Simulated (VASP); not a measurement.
# Ca (Fm-3m) in VASP: a series of runs

Runs on Ca. Level: PBEsol. Tasks: single point, relaxation of cell and atoms.

Program: VASP 6.6.1. These are calculated values, not measurements. Logs are shortened: lines on timing, memory, paths and dates and some standing lists are left out, and cuts for length are marked.

## (1) The cell of the first run

Symmetry: Fm-3m, No. 225, cubic system. Conventional cell: a = 5.453 Å, b = 5.453 Å, c = 5.453 Å, α = 90.00°, β = 90.00°, γ = 90.00°. Ca (site symmetry m-3m) has 12 Ca at 3.86 Å within 5.1 Å.

## (2) Single point, PBEsol

The input, INCAR:

```
  PREC = Accurate
  ENCUT = 520
  EDIFF = 1E-6
  ISMEAR = 0
  SIGMA = 0.1
  LREAL = False
  LASPH = True
  NELM = 100
  ALGO = Fast
  ISIF = 2
  LWAVE = False
  LCHARG = False
  GGA = PS
  NBANDS = 11
```

The input, KPOINTS:

```
regular mesh
0
Gamma
  14 14 14
```

The input, POSCAR:

```
Ca
1.0
    0.0000000000      2.7265342031      2.7265342031
    2.7265342031      0.0000000000      2.7265342031
    2.7265342031      2.7265342031      0.0000000000
Ca
1
Direct
    0.0000000000      0.0000000000      0.0000000000
```

Potentials or basis: VASP PAW PBE potentials, release 64 (Ca_sv).

On the command line:

```bash
cat potpaw_PBE.64/Ca_sv/POTCAR > POTCAR
mpirun -np 1 vasp_std > vasp.out
```

OUTCAR:

```text
PREC = Accurate
   ENCUT = 520
   EDIFF = 1E-6
   ISMEAR = 0
   LREAL = False
   LASPH = True
   NELM = 100
   ISIF = 2
   GGA = PS

 ion  position               nearest neighbor table
   1  0.000  0.000  0.000-

  LATTYP: Found a face centered cubic cell.
 ALAT       =     5.4530684062

  Lattice vectors:

 A1 = (   0.0000000000,   2.7265342031,   2.7265342031)
 A2 = (   2.7265342031,   0.0000000000,   2.7265342031)
 A3 = (   2.7265342031,   2.7265342031,   0.0000000000)

Analysis of symmetry for initial positions (statically):
=====================================================================
 Subroutine PRICEL returns:
 Original cell was already a primitive cell.

 Routine SETGRP: Setting up the symmetry group for a
 face centered cubic supercell.

 Subroutine GETGRP returns: Found 48 space group operations
 (whereof 48 operations were pure point group operations)
 out of a pool of 48 trial point group operations.

The static configuration has the point symmetry O_h .

Analysis of symmetry for dynamics (positions and initial velocities):
=====================================================================
 Subroutine PRICEL returns:
 Original cell was already a primitive cell.

 Routine SETGRP: Setting up the symmetry group for a
 face centered cubic supercell.

 Subroutine GETGRP returns: Found 48 space group operations
 (whereof 48 operations were pure point group operations)
 out of a pool of 48 trial point group operations.

The dynamic configuration has the point symmetry O_h .

 Subroutine INISYM returns: Found 48 space group operations
 (whereof 48 operations are pure point group operations),
 and found     1 'primitive' translations

----------------------------------------------------------------------------------------

                                     Primitive cell

  volume of cell :      40.5380

  direct lattice vectors                    reciprocal lattice vectors
     0.000000000  2.726534203  2.726534203    -0.183382992  0.183382992  0.183382992
     2.726534203  0.000000000  2.726534203     0.183382992 -0.183382992  0.183382992
     2.726534203  2.726534203  0.000000000     0.183382992  0.183382992 -0.183382992

  length of vectors
     3.855901648  3.855901648  3.855901648     0.317628659  0.317628659  0.317628659

  position of ions in fractional coordinates (direct lattice)
     0.000000000  0.000000000  0.000000000

  ion indices of the primitive-cell ions
   primitive index   ion index
                 1           1

[... 73 lines left out ...]
   EDIFFG = 0.1E-04   stopping-criterion for IOM
   NSW    =      0    number of steps for IOM
   IBRION =     -1    ionic relax: 0-MD 1-quasi-New 2-CG
   NFREE  =      0    steps in history (QN), initial steepest desc. (CG)
   ISIF   =      2    stress and relaxation
   ISYM   =      2    0-nonsym 1-usesym 2-fastsym
   POTIM  = 0.5000    time-step for ionic-motion
   TEBEG  =    0.0;   TEEND  =   0.0 temperature during run
   PSTRESS=    0.0 pullay stress
   NELECT =      10.0000    total number of electrons
   NUPDOWN=      -1.0000    fix difference up-down
   EMIN   =  10.00;   EMAX   =-10.00  energy-range for DOS
   EFERMI =   0.00;   METHOD = LEGACY
   ISMEAR =     0;   SIGMA  =   0.10  broadening in eV -4-tet -1-fermi 0-gaus
   EFERMI_NEDOS =   21; number of points for ismear=-14 and -15
   IALGO  =     68    algorithm
   IMIX   =      4    mixing-type and parameters
     AMIX     =   0.40;   BMIX     =  1.00
     AMIX_MAG =   1.60;   BMIX_MAG =  1.00
  volume/ion in A,a.u.               =      40.54       273.56
  Fermi-wavevector in a.u.,A,eV,Ry     =   1.026724  1.940228 14.342758  1.054163
  Thomas-Fermi vector in A             =   2.160632
   LORBIT       =      0    0 simple, 1 ext, 2 COOP (PROOUT), +10 PAW based schemes
   GGA     = PS    functional components
   LHFCALC =     F    Hartree Fock is set to
   AEXX    =    0.0000 exact exchange contribution
   IVDW    =     0    specifies the selected vdW correction
   LEPSILON=     F    determine dielectric tensor
   LRPA    =     F    only Hartree local field effects (RPA)
 non-spin polarized calculation
 RMM-DIIS sequential band-by-band and
 Gauss-broadening in eV      SIGMA  =   0.10
  energy-cutoff  :      520.00
  volume of cell :       40.54
 maximum number of plane-waves:      1110
 NGX is ok and might be reduce to    30
   NGX = 15   NGY = 15   NGZ = 15

 number of electron      10.0000002 magnetization

 Free energy of the ion-electron system (eV)
  ---------------------------------------------------
  ext. energy  EPLUGINS =         0.00000000
  ---------------------------------------------------
  free energy    TOTEN  =        -2.13738601 eV

  energy without entropy =       -2.13034806  energy(sigma->0) =       -2.13386703

 E-fermi :   2.0427     XC(G=0):  -7.9390

 val. band max:        2.0406255848   @ k =  -0.4286   0.2143   0.0714
 cond. band min:       2.0628985021   @ k =  -0.3571   0.3571   0.0000
 fundamental gap:      0.0222729173
 Fermi energy:         2.0427207862

 k-point     1 :       0.0000    0.0000    0.0000
  band No.  band energies     occupation
      1     -39.7021      2.00000
      2     -20.6880      2.00000
      3     -20.6880      2.00000
      4     -20.6880      2.00000
      5      -2.0560      2.00000
      6       4.4274      0.00000
      7       4.4274      0.00000
      8       4.4274      0.00000
      9       5.5584      0.00000
     10       5.5584      0.00000
     11      11.3525      0.00000
[... 309 lines left out ...]
 k-point    24 :       0.2857    0.1429    0.0000
  band No.  band energies     occupation
      1     -39.6921      2.00000
      2     -20.7694      2.00000
      3     -20.7104      2.00000
      4     -20.7087      2.00000
      5      -0.8024      2.00000
      6       3.4278      0.00000
      7       4.3966      0.00000
      8       4.7588      0.00000
      9       5.2149      0.00000
     10       5.8753      0.00000
     11      10.0461      0.00000

 [... further k-points ...]
[... 5 lines left out ...]
  --------------------------------------------------------------------------------------
  -------------------------------------------------------------------------------------
  Total        0.0123387      0.0123387      0.0123387      0.0000000      0.0000000      0.0000000
  in kB        0.4876592      0.4876592      0.4876592      0.0000000      0.0000000      0.0000000
  external PRESSURE =       0.4876592 kB  Pullay stress =       0.0000000 kB

 VOLUME and BASIS-vectors are now :
 -----------------------------------------------------------------------------
  energy-cutoff  :      520.00
  volume of cell :       40.54
      direct lattice vectors                 reciprocal lattice vectors
     0.000000000  2.726534203  2.726534203    -0.183382992  0.183382992  0.183382992
     2.726534203  0.000000000  2.726534203     0.183382992 -0.183382992  0.183382992
     2.726534203  2.726534203  0.000000000     0.183382992  0.183382992 -0.183382992

 POSITION                                       TOTAL-FORCE (eV/Angst)
 -----------------------------------------------------------------------------------
      0.00000      0.00000      0.00000         0.000000     -0.000000      0.000000
 -----------------------------------------------------------------------------------
    total drift:                               -0.000000     -0.000000      0.000000

  FREE ENERGIE OF THE ION-ELECTRON SYSTEM (eV)
  ---------------------------------------------------
  free  energy   TOTEN  =        -2.1373860147 eV

  energy  without entropy=       -2.1303480551  energy(sigma->0) =       -2.13386703
```

OSZICAR:

```text
N       E                     dE             d eps       ncg     rms          rms(c)
DAV:   1     0.651332420226E+02    0.65133E+02   -0.49899E+03  2288   0.823E+02
DAV:   2    -0.580112443905E+00   -0.65713E+02   -0.65179E+02  2495   0.209E+02
DAV:   3    -0.206527585836E+01   -0.14852E+01   -0.14690E+01  3354   0.306E+01
DAV:   4    -0.214669332086E+01   -0.81417E-01   -0.81079E-01  3063   0.559E+00
DAV:   5    -0.214854654281E+01   -0.18532E-02   -0.18530E-02  3155   0.678E-01    0.225E+00
RMM:   6    -0.214104665935E+01    0.74999E-02   -0.62063E-03  2427   0.981E-01    0.138E+00
RMM:   7    -0.213724333871E+01    0.38033E-02   -0.18872E-02  2599   0.183E+00    0.107E-01
RMM:   8    -0.213728149035E+01   -0.38152E-04   -0.41627E-03  2782   0.608E-01    0.318E-02
RMM:   9    -0.213735408753E+01   -0.72597E-04   -0.97421E-04  3218   0.282E-01    0.326E-02
RMM:  10    -0.213738902849E+01   -0.34941E-04   -0.14810E-04  3270   0.129E-01    0.496E-02
RMM:  11    -0.213738245285E+01    0.65756E-05   -0.13841E-04  3099   0.114E-01    0.186E-02
RMM:  12    -0.213738492174E+01   -0.24689E-05   -0.26092E-05  3441   0.461E-02    0.136E-02
RMM:  13    -0.213738595818E+01   -0.10364E-05   -0.78382E-06  2791   0.215E-02    0.183E-02
RMM:  14    -0.213738601465E+01   -0.56469E-07   -0.19312E-06  2165   0.985E-03
   1 F= -.21373860E+01 E0= -.21338670E+01  d E =-.703796E-02
```

stdout:

```text
POSCAR found type information on POSCAR Ca
 POSCAR found :  1 types and       1 ions
 scaLAPACK will be used
 -----------------------------------------------------------------------------
|                                                                             |
|                                                                             |
|     You enforced a specific xc type in the INCAR file but a different       |
|     I HOPE YOU KNOW WHAT YOU ARE DOING!                                     |
|                                                                             |
 -----------------------------------------------------------------------------

 LDA part: xc-table for (Slater+PW92), standard interpolation
 POSCAR, INCAR and KPOINTS ok, starting setup
 FFT: planning ... GRIDC
 FFT: planning ... GRID_SOFT
 FFT: planning ... GRID
 WAVECAR not read
 entering main loop
WARNING in EDDRMM: call to ZHEGV failed, returncode =   8  4      7
WARNING in EDDRMM: call to ZHEGV failed, returncode =   6  3      9
```

Run time: 82 s. Hardware: 1 thread of Intel Xeon 8259CL, shared host; peak memory 0.19 GiB.

What came out:

| Quantity | Value |
| --- | --- |
| Free energy | -2.1374 eV |
| Pressure | 0.0 GPa |
| Band gap on the k mesh | zero (band 5 reaches 2.18 eV, above the bottom of band 6 at 1.93 eV) |

Levels at points of the mesh, in eV from the Fermi level:
```
           k point  band 2  band 3  band 4  band 5  band 6  band 7  band 8  band 9
(0.00, 0.00, 0.00)  -22.73  -22.73  -22.73   -4.10    2.38    2.38    2.38    3.52
(0.50, 0.00, 0.00)  -22.89  -22.75  -22.75   -1.01   -0.12    2.27    2.27    4.24
(0.50, 0.50, 0.00)  -22.88  -22.79  -22.79   -0.49    0.55    1.04    4.24    4.43
```

Caveat: the PAW data sets were made with another functional, which shifts forces and pressure a little.

## (3) Relaxation of cell and atoms, PBEsol

This run uses another cell than the first one, of 42.16 Å³/atom, 1.040 times its volume.

The input, INCAR:

```
  PREC = Accurate
  ENCUT = 600
  EDIFF = 1E-6
  ISMEAR = 0
  SIGMA = 0.1
  LREAL = False
  LASPH = True
  NELM = 100
  ALGO = Fast
  ISIF = 3
  LWAVE = False
  LCHARG = False
  GGA = PS
  IBRION = 2
  NSW = 70
  EDIFFG = -0.005
```

KPOINTS is that of step 2.

The input, POSCAR:

```
Ca
1.0
    0.0000000000      2.7623962668      2.7623962668
    2.7623962668      0.0000000000      2.7623962668
    2.7623962668      2.7623962668      0.0000000000
Ca
1
Direct
    0.0000000000      0.0000000000      0.0000000000
```

Potentials or basis: VASP PAW PBE potentials, release 64 (Ca_sv).

On the command line:

```bash
cat potpaw_PBE.64/Ca_sv/POTCAR > POTCAR
mpirun -np 1 vasp_std > vasp.out
```

It took 3.8 min on 1 thread of Intel Xeon 8259CL, shared host; peak memory 0.22 GiB.

Results (log left out):

```
Free energy                            : -2.1376 eV
Relaxed volume                         : 40.66 Å³/atom
Relaxed cell                           : a = 3.860 Å, b = 3.860 Å, c = 3.860 Å, α = 60.00°, β = 60.00°, γ = 60.00°
Space group after relaxing (to 0.05 Å) : Fm-3m (No. 225)
Energy gained by relaxing              : 3.0 meV/atom
Ionic steps                            : 4
Pressure after relaxing                : 0.0 GPa
Band gap on the k mesh                 : zero (band 5 reaches 2.17 eV, above the bottom of band 6 at 1.91 eV)
```

Step by step:
| step | energy change (eV) | largest force (eV/Å) | pressure (GPa) | volume (Å³) |
| --- | --- | --- | --- | --- |
| 1 | 0.0000 | 0.0000 | -0.65 | 42.16 |
| 2 | -0.0027 | 0.0000 | -0.20 | 41.13 |
| 3 | -0.0030 | 0.0000 | 0.03 | 40.59 |
| 4 | -0.0030 | 0.0000 | 0.01 | 40.66 |

Final structure:
```
Ca
1.0
     0.00000    2.72921    2.72921
     2.72921    0.00000    2.72921
     2.72921    2.72921    0.00000
Ca
1
Cartesian
  0.0000 0.0000 0.0000
```

Levels at points of the mesh, in eV from the Fermi level:
| k point | band 2 | band 3 | band 4 | band 5 | band 6 | band 7 | band 8 | band 9 |
| --- | --- | --- | --- | --- | --- | --- | --- | --- |
| (0.00, 0.00, 0.00) | -22.74 | -22.74 | -22.74 | -4.09 | 2.38 | 2.38 | 2.38 | 3.51 |
| (0.50, 0.00, 0.00) | -22.90 | -22.76 | -22.76 | -1.01 | -0.12 | 2.26 | 2.26 | 4.23 |
| (0.50, 0.50, 0.00) | -22.89 | -22.79 | -22.79 | -0.49 | 0.55 | 1.04 | 4.23 | 4.42 |

Caveat: the PAW data sets were made with another functional, which shifts forces and pressure a little.
